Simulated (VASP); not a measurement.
Al, 1 atom in the cell. The structure is cubic, space group Fm-3m (No. 225). The conventional cell has a = 4.041 Å, b = 4.041 Å, c = 4.041 Å, α = 90.00°, β = 90.00°, γ = 90.00°. Within 3.8 Å of Al (site symmetry m-3m) lie 12 Al at 2.86 Å. 

| Quantity | Value |
| --- | --- |
| Program | VASP 6.6.1 |
| Task | single point |
| Functional | PBE |
| Potentials or basis | VASP PAW PBE potentials, release 64 (Al) |
| Cutoff | 520 eV |
| k mesh | 18 × 18 × 18 |
| Occupations | fermi-dirac, width 0.08 eV |
| Spin | no spin polarisation |
| Dipole correction | no |
| Further INCAR settings | ALGO = Normal; EDIFF = 1e-07; NBANDS = 8 |

Potentials or basis: VASP PAW PBE potentials, release 64 (Al).

Run with:

```console
$ cat potpaw_PBE.64/Al/POTCAR > POTCAR
$ mpirun -np 1 vasp_std > vasp.out
```

Hardware: 1 thread of Intel(R) Xeon(R) Platinum 8488C (Sapphire Rapids), with other jobs on the host.

Task: Estimate the wall time of this run.

Result: Run time: 14 s on 1 thread of Intel(R) Xeon(R) Platinum 8488C (Sapphire Rapids) (shared host), peak memory 0.14 GiB. Counts: scf iterations 11, k points 195.
